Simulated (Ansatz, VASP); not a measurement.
# Two plane-wave programs on FeO

```xyz
2
Lattice="0.0000 2.1114 2.1114 2.1114 0.0000 2.1114 2.1114 2.1114 0.0000" Properties=species:S:1:pos:R:3 pbc="T T T"
Fe    0.0000    0.0000    0.0000
O     2.1114    2.1114    2.1114
```

Alike in both runs: task single point; functional PBEsol; dispersion D4; k mesh 11 × 11 × 11; occupations fermi-dirac, width 0.05 eV; collinear spin.

```csv
,VASP,Ansatz
version,VASP 6.6.1,Ansatz 0.2.0
potentials or method,"VASP PAW PBE potentials, release 64 (Fe_sv, O)",Ansatz PAW
plane-wave cutoff (eV),700,420
valence electrons in the cell,22,22
```

```csv
,VASP,Ansatz,Ansatz less VASP
gap on the k mesh at the Fermi level (eV),none,none,-
pressure (GPa),0.5,1.5,+1.07
net moment per atom (μB),2.00,2.00,0.000
size of the moment on the site where the two differ most (μB),3.46,3.41,-0.052
```

VASP's potentials were made for PBE, not for PBEsol. Site moments also hang on the region over which each program counts them. A gap of «none» marks a metal or a gap that the smearing closes.
